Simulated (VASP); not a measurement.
# Ti (P6_3/mmc) in VASP: notebook

The runs below take Ti through single point, relaxation of shape and atoms at fixed volume, with LDA.

Everything below comes from runs of VASP 6.6.1. Logs are shortened: lines on timing, memory, paths and dates and some standing lists are left out, and cuts for length are marked.

## Step 1: The cell of the first run

Symmetry: P6_3/mmc, No. 194, hexagonal system. The conventional cell has a = 2.866 Å, b = 2.866 Å, c = 4.530 Å, α = 90.00°, β = 90.00°, γ = 120.00°. Ti (site symmetry -6m2) has 12 Ti at 2.80 to 2.87 Å within 3.7 Å.

## Step 2: Single point, LDA

Input file INCAR:

```
  PREC = Accurate
  ENCUT = 520
  EDIFF = 1E-6
  ISMEAR = -1
  SIGMA = 0.05
  LREAL = False
  LASPH = True
  NELM = 60
  ALGO = Normal
  ISIF = 2
  LWAVE = False
  LCHARG = False
  NBANDS = 19
```

Input file KPOINTS:

```
Automatic mesh
0
Gamma
  15 15 8
```

Input file POSCAR:

```
Ti
1.0
    2.8657848260      0.0000000000      0.0000000000
   -1.4328924130      2.4818424611      0.0000000000
    0.0000000000      0.0000000000      4.5295837646
Ti
2
Direct
    0.3333333333      0.6666666667      0.2500000000
    0.6666666667      0.3333333333      0.7500000000
```

Potentials or basis: VASP PAW LDA potentials, release 64 (Ti_sv).

Command:

```
$ cat potpaw_LDA.64/Ti_sv/POTCAR > POTCAR
$ mpirun -np 1 vasp_std > vasp.out
```

OUTCAR:

```text
PREC = Accurate
   ENCUT = 520
   EDIFF = 1E-6
   ISMEAR = -1
   LREAL = False
   LASPH = True
   NELM = 60
   ISIF = 2

 ion  position               nearest neighbor table
   1  0.333  0.667  0.250-   2 2.80   2 2.80   2 2.80   2 2.80   2 2.80   2 2.80
   2  0.667  0.333  0.750-   1 2.80   1 2.80   1 2.80   1 2.80   1 2.80   1 2.80

  LATTYP: Found a hexagonal cell.
 ALAT       =     2.8657848260
 C/A-ratio  =     1.5805735739

  Lattice vectors:

 A1 = (   2.8657848260,   0.0000000000,   0.0000000000)
 A2 = (  -1.4328924130,   2.4818424611,   0.0000000000)
 A3 = (   0.0000000000,   0.0000000000,   4.5295837646)

Analysis of symmetry for initial positions (statically):
=====================================================================
 Subroutine PRICEL returns:
 Original cell was already a primitive cell.

 Routine SETGRP: Setting up the symmetry group for a
 hexagonal supercell.

 Subroutine GETGRP returns: Found 24 space group operations
 (whereof 12 operations were pure point group operations)
 out of a pool of 24 trial point group operations.

The static configuration has the point symmetry D_3d.
 The point group associated with its full space group is D_6h.

Analysis of symmetry for dynamics (positions and initial velocities):
=====================================================================
 Subroutine PRICEL returns:
 Original cell was already a primitive cell.

 Routine SETGRP: Setting up the symmetry group for a
 hexagonal supercell.

 Subroutine GETGRP returns: Found 24 space group operations
 (whereof 12 operations were pure point group operations)
 out of a pool of 24 trial point group operations.

The dynamic configuration has the point symmetry D_3d.
 The point group associated with its full space group is D_6h.

 Subroutine INISYM returns: Found 24 space group operations
 (whereof 12 operations are pure point group operations),
 and found     1 'primitive' translations

----------------------------------------------------------------------------------------

                                     Primitive cell

  volume of cell :      32.2163

  direct lattice vectors                    reciprocal lattice vectors
[... 80 lines left out ...]
   ICHARG =      2    charge: 1-file 2-atom 10-const
   ISPIN  =      1    spin polarized calculation?
   LNONCOLLINEAR =      F non collinear calculations
   LSORBIT =      F    spin-orbit coupling
   LASPH  =      T    aspherical Exc in radial PAW
   ENCUT  =  520.0 eV  38.22 Ry    6.18 a.u.   5.33  5.33  8.42*2*pi/ulx,y,z
   NELM   =     60;   NELMIN=  2; NELMDL= -5     # of ELM steps
   EDIFF  = 0.1E-05   stopping-criterion for ELM
   LREAL  =      F    real-space projection
   EDIFFG = 0.1E-04   stopping-criterion for IOM
   NSW    =      0    number of steps for IOM
   IBRION =     -1    ionic relax: 0-MD 1-quasi-New 2-CG
   NFREE  =      0    steps in history (QN), initial steepest desc. (CG)
   ISIF   =      2    stress and relaxation
   ISYM   =      2    0-nonsym 1-usesym 2-fastsym
   POTIM  = 0.5000    time-step for ionic-motion
   TEBEG  =    0.0;   TEEND  =   0.0 temperature during run
   PSTRESS=    0.0 pullay stress
   NELECT =      24.0000    total number of electrons
   NUPDOWN=      -1.0000    fix difference up-down
   EMIN   =  10.00;   EMAX   =-10.00  energy-range for DOS
   EFERMI =   0.00;   METHOD = LEGACY
   ISMEAR =    -1;   SIGMA  =   0.05  broadening in eV -4-tet -1-fermi 0-gaus
   EFERMI_NEDOS =   21; number of points for ismear=-14 and -15
   IALGO  =     38    algorithm
   IMIX   =      4    mixing-type and parameters
     AMIX     =   0.40;   BMIX     =  1.00
     AMIX_MAG =   1.60;   BMIX_MAG =  1.00
  volume/ion in A,a.u.               =      16.11       108.70
  Fermi-wavevector in a.u.,A,eV,Ry     =   1.484066  2.804478 29.966177  2.202452
  Thomas-Fermi vector in A             =   2.597649
   LORBIT       =      0    0 simple, 1 ext, 2 COOP (PROOUT), +10 PAW based schemes
   GGA     = CA    functional components
   LHFCALC =     F    Hartree Fock is set to
   AEXX    =    0.0000 exact exchange contribution
   IVDW    =     0    specifies the selected vdW correction
   LEPSILON=     F    determine dielectric tensor
   LRPA    =     F    only Hartree local field effects (RPA)
 non-spin polarized calculation
  energy-cutoff  :      520.00
  volume of cell :       32.22
 maximum number of plane-waves:       887
 NGX is ok and might be reduce to    24
   NGX = 11   NGY = 11   NGZ = 17

 number of electron      24.0000003 magnetization

 Free energy of the ion-electron system (eV)
  ---------------------------------------------------
  ext. energy  EPLUGINS =         0.00000000
  ---------------------------------------------------
  free energy    TOTEN  =       -17.10815682 eV

  energy without entropy =      -17.09087544  energy(sigma->0) =      -17.09951613

 E-fermi :   8.9188     XC(G=0): -12.1495

 val. band max:        8.9044210933   @ k =   0.2667   0.2000   0.5000
 cond. band min:       8.9239210353   @ k =   0.3333   0.2000   0.5000
 fundamental gap:      0.0194999420
 Fermi energy:         8.9187608944

 k-point     1 :       0.0000    0.0000    0.0000
  band No.  band energies     occupation
      1     -47.1375      2.00000
      2     -46.9404      2.00000
      3     -24.2156      2.00000
      4     -23.3808      2.00000
      5     -23.3808      2.00000
      6     -23.2818      2.00000
[... 505 lines left out ...]
      6     -23.6781      2.00000
[... 11 lines left out ...]
     18      12.5914      0.00000
     19      14.4330      0.00000

 [... further k-points ...]

------------------------ aborting loop because EDIFF is reached ----------------------------------------

  FORCE on cell =-STRESS in cart. coord.  units (eV):
  Direction    XX          YY          ZZ          XY          YZ          ZX
  --------------------------------------------------------------------------------------
  -------------------------------------------------------------------------------------
  Total       -0.0315767     -0.0315767     -0.0245843      0.0000000     -0.0000000      0.0000000
  in kB       -1.5703649     -1.5703649     -1.2226227      0.0000000     -0.0000000      0.0000000
  external PRESSURE =      -1.4544508 kB  Pullay stress =       0.0000000 kB

 VOLUME and BASIS-vectors are now :
 -----------------------------------------------------------------------------
  energy-cutoff  :      520.00
  volume of cell :       32.22
      direct lattice vectors                 reciprocal lattice vectors
     2.865784826  0.000000000  0.000000000     0.348944551  0.201463231  0.000000000
    -1.432892413  2.481842461  0.000000000     0.000000000  0.402926461  0.000000000
     0.000000000  0.000000000  4.529583765     0.000000000  0.000000000  0.220770837

 POSITION                                       TOTAL-FORCE (eV/Angst)
 -----------------------------------------------------------------------------------
     -0.00000      1.65456      1.13240        -0.000000      0.000000      0.000000
      1.43289      0.82728      3.39719         0.000000     -0.000000      0.000000
 -----------------------------------------------------------------------------------
    total drift:                               -0.000000      0.000000     -0.000000

  FREE ENERGIE OF THE ION-ELECTRON SYSTEM (eV)
  ---------------------------------------------------
  free  energy   TOTEN  =       -17.1081568189 eV

  energy  without entropy=      -17.0908754424  energy(sigma->0) =      -17.09951613
```

stdout:

```text
POSCAR found type information on POSCAR Ti
 POSCAR found :  1 types and       2 ions
 scaLAPACK will be used
 LDA part: xc-table for (Slater(with rela. corr.)+CA(PZ))
 , standard interpolation
 POSCAR, INCAR and KPOINTS ok, starting setup
 FFT: planning ... GRIDC
 FFT: planning ... GRID_SOFT
 FFT: planning ... GRID
 WAVECAR not read
 entering main loop
```

Run time: 74 s. Hardware: 1 thread of Intel Xeon 8259CL, shared host; peak memory 0.18 GiB.

What came out:

```
Free energy            : -17.1082 eV
Pressure               : -0.1 GPa
Band gap on the k mesh : zero (bands 12 and 13 overlap by 1.07 eV)
```

## Step 3: Single point, LDA (16.11 Å³/atom)

Edit INCAR of step 2 so:

```diff
@@ -7,3 +7,3 @@
   LASPH = True
-  NELM = 60
+  NELM = 100
   ALGO = Normal
@@ -12,2 +12,3 @@
   LCHARG = False
+  GGA = CA
   NBANDS = 19
```

KPOINTS is that of step 2.

POSCAR is that of step 2.

Potentials or basis: VASP PAW LDA potentials, release 64 (Ti_sv).

Command:

```
$ cat potpaw_LDA.64/Ti_sv/POTCAR > POTCAR
$ mpirun -np 1 vasp_std > vasp.out
```

Run time: 76 s. Hardware: 1 thread of Intel Xeon 8259CL, shared host; peak memory 0.18 GiB.

Results (log left out):

* Free energy: -17.1082 eV
* Pressure: -0.1 GPa
* Band gap on the k mesh: zero (bands 12 and 13 overlap by 1.07 eV)

Levels at points of the mesh, in eV from the Fermi level:
```tsv
k point	band 8	band 9	band 10	band 11	band 12	band 13	band 14	band 15	band 16	band 17
(0.00, 0.00, 0.00)	-32.17	-6.30	-2.87	0.77	0.77	0.93	1.12	1.33	1.33	1.69
(0.00, 0.00, 0.50)	-32.23	-4.34	-4.34	0.09	0.09	0.66	0.66	0.66	0.66	3.03
```

## Step 4: Relaxation of shape and atoms at fixed volume, LDA

This run uses another cell than the first one, of 7.25 Å³/atom.

Input file INCAR:

```
SYSTEM = Ti
PREC = Accurate
ENCUT = 600
EDIFF = 1E-7
ISMEAR = -1
SIGMA = 0.05
LREAL = .False.
LASPH = .True.
NELM = 80
ALGO = Normal
ISIF = 4
LWAVE = .False.
LCHARG = .False.
GGA = CA
IBRION = 2
NSW = 50
EDIFFG = -0.005
```

Input file KPOINTS:

```
regular mesh
0
Gamma
  15 15 8
  0 0 0
```

Input file POSCAR:

```
Ti
1.0
    2.1960779434      0.0000000000      0.0000000000
   -1.0980389717      1.9018592876      0.0000000000
    0.0000000000      0.0000000000      3.4710627636
Ti
2
Direct
    0.3333333333      0.6666666667      0.2500000000
    0.6666666667      0.3333333333      0.7500000000
```

Command:

```
$ cat potpaw_LDA.64/Ti_sv/POTCAR > POTCAR
$ mpirun -np 1 vasp_std > vasp.out
```

Wall time 5.9 min (1 thread of Intel Xeon 8259CL, shared host); peak memory 0.15 GiB.

The run converged. Its results:

```
Free energy               : -6.7464 eV
Energy gained by relaxing : 226.3 meV/atom
Ionic steps               : 8
Pressure after relaxing   : 337.3 GPa
Band gap on the k mesh    : zero (bands 12 and 13 overlap by 1.81 eV)
```

The path:
| step | energy change (eV) | largest force (eV/Å) | pressure (GPa) | volume (Å³) |
| --- | --- | --- | --- | --- |
| 1 | 0.0000 | 0.0000 | 334.31 | 14.50 |
| 2 | -0.2392 | 0.0000 | 334.99 | 14.50 |
| 3 | -0.4404 | 0.0000 | 339.20 | 14.50 |
| 4 | -0.4462 | 0.0000 | 336.06 | 14.50 |
| 5 | -0.4526 | 0.0000 | 337.21 | 14.50 |
| 6 | -0.4525 | 0.0000 | 337.51 | 14.50 |
| 7 | -0.4523 | 0.0000 | 337.04 | 14.50 |
| 8 | -0.4527 | 0.0000 | 337.34 | 14.50 |

Final structure:
```
Ti
1.0
     2.06207    0.00000    0.00000
    -1.03103    1.78580    0.00000
     0.00000    0.00000    3.93688
Ti
2
Cartesian
  0.0000 1.1905 0.9842
  1.0310 0.5953 2.9527
```

Levels at points of the mesh, in eV from the Fermi level:
```
           k point  band 8  band 9  band 10  band 11  band 12  band 13  band 14  band 15  band 16
(0.00, 0.00, 0.00)  -28.36   -5.05    -3.56    -1.35     1.00     1.00     1.76     1.76     5.47
(0.00, 0.00, 0.50)  -28.54   -2.53    -2.53    -0.08    -0.08     1.15     1.15     1.15     1.15
```

Caveat: atoms lie so close that the PAW spheres overlap strongly, which falsifies energies and pressures.

## Step 5: Relaxation of shape and atoms at fixed volume, LDA

This run uses another cell than the first one, of 8.86 Å³/atom.

Input file INCAR:

```
SYSTEM = Ti
ALGO     = Normal         ! electronic algorithm
EDIFF    = 1E-7           ! SCF threshold, eV
EDIFFG   = -0.005         ! ionic threshold
ENCUT    = 600            ! plane-wave cutoff, eV
GGA      = CA             ! functional
IBRION   = 2              ! ionic algorithm
ISIF     = 4              ! what is computed and relaxed
ISMEAR   = -1             ! smearing method
LASPH    = .TRUE.         ! aspherical terms in the spheres
LCHARG   = .FALSE.        ! write CHGCAR
LREAL    = .FALSE.        ! projectors in reciprocal space
LWAVE    = .FALSE.        ! write WAVECAR
NELM     = 100            ! most SCF steps
NSW      = 50             ! ionic steps
PREC     = Accurate       ! precision mode
SIGMA    = 0.05           ! smearing width, eV
```

Input file KPOINTS:

```
k-points
0
G
  15 15 8
  0 0 0
```

Input file POSCAR:

```
Ti
1.0
    2.3479984649      0.0000000000      0.0000000000
   -1.1739992324      2.0334263187      0.0000000000
    0.0000000000      0.0000000000      3.7111843253
Ti
2
Direct
    0.3333333333      0.6666666667      0.2500000000
    0.6666666667      0.3333333333      0.7500000000
```

Command:

```
$ cat potpaw_LDA.64/Ti_sv/POTCAR > POTCAR
$ mpirun -np 1 vasp_std > vasp.out
```

Run time: 7.2 min. Hardware: 1 thread of Intel Xeon 8259CL, shared host; peak memory 0.16 GiB.

The run converged. Its results:

```yaml
Free_energy: -11.7370 eV
Energy_gained_by_relaxing: 159.8 meV/atom
Ionic_steps: 7
Pressure_after_relaxing: 178.6 GPa
Band_gap_on_the_k_mesh: zero (bands 12 and 13 overlap by 1.75 eV)
```

The path:
```
step  energy change (eV)  largest force (eV/Å)  pressure (GPa)  volume (Å³)
   1              0.0000                0.0000          189.25        17.72
   2             -0.1616                0.0000          184.71        17.72
   3             -0.1162                0.0000          182.50        17.72
   4             -0.2767                0.0000          180.06        17.72
   5             -0.3183                0.0000          178.68        17.72
   6             -0.3190                0.0000          178.63        17.72
   7             -0.3197                0.0000          178.60        17.72
```

Final structure:
```xyz
2
Lattice="2.1951 0.0000 0.0000 -1.0976 1.9010 0.0000 0.0000 0.0000 4.2461" Properties=species:S:1:pos:R:3 pbc="T T T"
Ti    0.0000    1.2674    1.0615
Ti    1.0976    0.6337    3.1846
```

Levels at points of the mesh, in eV from the Fermi level:
```
           k point  band 8  band 9  band 10  band 11  band 12  band 13  band 14  band 15  band 16
(0.00, 0.00, 0.00)  -29.36   -5.84    -3.36    -1.18     1.28     1.28     1.83     1.83     2.94
(0.00, 0.00, 0.50)  -29.47   -3.12    -3.12    -1.15    -1.15     1.41     1.41     1.41     1.41
```

## Step 6: Relaxation of shape and atoms at fixed volume, LDA

This run uses another cell than the first one, of 10.31 Å³/atom.

Input file INCAR:

```
SYSTEM = Ti
ALGO = Normal ; EDIFF = 1E-6
EDIFFG = -0.005 ; ENCUT = 600
IBRION = 2 ; ISIF = 4
ISMEAR = -1 ; LASPH = .True.
LCHARG = .False. ; LREAL = .False.
LWAVE = .False. ; NELM = 100
NSW = 50 ; PREC = Accurate
SIGMA = 0.05
```

Input file KPOINTS:

```
k-points
0
Gamma
  15 15 8
  0 0 0
```

Input file POSCAR:

```
Ti
1.0
    2.4696584973      0.0000000000      0.0000000000
   -1.2348292487      2.1387869974      0.0000000000
    0.0000000000      0.0000000000      3.9034769576
Ti
2
Direct
    0.3333333333      0.6666666667      0.2500000000
    0.6666666667      0.3333333333      0.7500000000
```

Potentials or basis: VASP PAW LDA potentials, release 64 (Ti_sv).

Command:

```
$ cat potpaw_LDA.64/Ti_sv/POTCAR > POTCAR
$ mpirun -np 1 vasp_std > vasp.out
```

OUTCAR:

```text
SYSTEM = Ti
   EDIFF = 1E-6
   EDIFFG = -0.005
   ENCUT = 600
   IBRION = 2
   ISIF = 4
   ISMEAR = -1
   LASPH = .True.
   LREAL = .False.
   NELM = 100
   NSW = 50
   PREC = Accurate

 ion  position               nearest neighbor table
   1  0.333  0.667  0.250-   2 2.42   2 2.42   2 2.42   2 2.42   2 2.42   2 2.42
   2  0.667  0.333  0.750-   1 2.42   1 2.42   1 2.42   1 2.42   1 2.42   1 2.42

  LATTYP: Found a hexagonal cell.
 ALAT       =     2.4696584973
 C/A-ratio  =     1.5805735740

  Lattice vectors:

 A1 = (   2.4696584973,   0.0000000000,   0.0000000000)
 A2 = (  -1.2348292487,   2.1387869974,   0.0000000000)
 A3 = (   0.0000000000,   0.0000000000,   3.9034769576)

Analysis of symmetry for initial positions (statically):
=====================================================================
 Subroutine PRICEL returns:
[... 363 lines left out ...]

 E-fermi :  14.6948     XC(G=0): -14.4941

 val. band max:       14.6893802656   @ k =   0.4000   0.2000   0.3750
 cond. band min:      14.7067876159   @ k =   0.3333   0.1333   0.0000
 fundamental gap:      0.0174073503
 Fermi energy:        14.6948047900

 k-point     1 :       0.0000    0.0000    0.0000
  band No.  band energies     occupation
      1     -41.1939      2.00000
      2     -40.6875      2.00000
      3     -18.6229      2.00000
      4     -16.2570      2.00000
      5     -15.6039      2.00000
      6     -15.6039      2.00000
[... 433 lines left out ...]
      3     -18.7827      2.00000
      4     -18.4792      2.00000
      5     -17.2894      2.00000
      6     -16.9681      2.00000
[... 8 lines left out ...]
     15      16.5232      0.00000
     16      19.2897      0.00000

 [... further k-points ...]

------------------------ aborting loop because EDIFF is reached ----------------------------------------

  FORCE on cell =-STRESS in cart. coord.  units (eV):
  Direction    XX          YY          ZZ          XY          YZ          ZX
  --------------------------------------------------------------------------------------
  -------------------------------------------------------------------------------------
  Total       13.2899767     13.2899767     13.2986008     -0.0000000      0.0000000     -0.0000000
  in kB     1032.7108606   1032.7108609   1033.3810056     -0.0000001      0.0000000     -0.0000000
  external PRESSURE =    1032.9342423 kB  Pullay stress =       0.0000000 kB
[... 17 lines left out ...]
  FREE ENERGIE OF THE ION-ELECTRON SYSTEM (eV)
  ---------------------------------------------------
  free  energy   TOTEN  =       -14.2295002864 eV

  energy  without entropy=      -14.2207302005  energy(sigma->0) =      -14.22511524

 reached required accuracy - stopping structural energy minimisation
```

Wall time 3.9 min (1 thread of Intel Xeon 8259CL, shared host); peak memory 0.16 GiB.

What came out:

```
Free energy               : -14.2295 eV
Energy gained by relaxing : 63.7 meV/atom
Ionic steps               : 6
Pressure after relaxing   : 103.3 GPa
Band gap on the k mesh    : zero (bands 12 and 13 overlap by 1.55 eV)
```

The path:
| step | energy change (eV) | largest force (eV/Å) | pressure (GPa) | volume (Å³) |
| --- | --- | --- | --- | --- |
| 1 | 0.0000 | 0.0000 | 113.09 | 20.62 |
| 2 | -0.0489 | 0.0000 | 110.87 | 20.62 |
| 3 | -0.1217 | 0.0000 | 104.96 | 20.62 |
| 4 | -0.1272 | 0.0000 | 103.12 | 20.62 |
| 5 | -0.1272 | 0.0000 | 103.44 | 20.62 |
| 6 | -0.1274 | 0.0000 | 103.29 | 20.62 |

Final structure:
```
CELL_PARAMETERS angstrom
2.31903 0.00000 0.00000
-1.15951 2.00834 0.00000
0.00000 0.00000 4.42704
ATOMIC_POSITIONS crystal
Ti 0.33333 0.66667 0.25000
Ti 0.66667 0.33333 0.75000
```

## Step 7: Summary

```tsv
task	cell	cutoff (eV)	gap on the mesh (eV)	pressure (GPa)
single point	a = 2.866, b = 2.866, c = 4.530 Å, angles 90.0, 90.0, 120.0°, 2 atoms	520	none	-0.1
relaxation of shape and atoms at fixed volume	relaxed from a = 2.196, b = 2.196, c = 3.471 Å, angles 90.0, 90.0, 120.0°, 2 atoms	600	none	337.3
relaxation of shape and atoms at fixed volume	relaxed from a = 2.348, b = 2.348, c = 3.711 Å, angles 90.0, 90.0, 120.0°, 2 atoms	600	none	178.6
relaxation of shape and atoms at fixed volume	relaxed from a = 2.470, b = 2.470, c = 3.903 Å, angles 90.0, 90.0, 120.0°, 2 atoms	600	none	103.3
```

Alike in all rows: level LDA; potentials or basis VASP PAW LDA potentials, release 64 (Ti_sv); no spin polarisation; k mesh 15 × 15 × 8; smearing fermi-dirac 0.05 eV.

Caveats: atoms lie so close that the PAW spheres overlap strongly, which falsifies energies and pressures (at least some runs).

Absolute energies hang on the potentials; compare differences alone.

The gap in the log of VASP goes by the Fermi energy; the results here count the filled bands.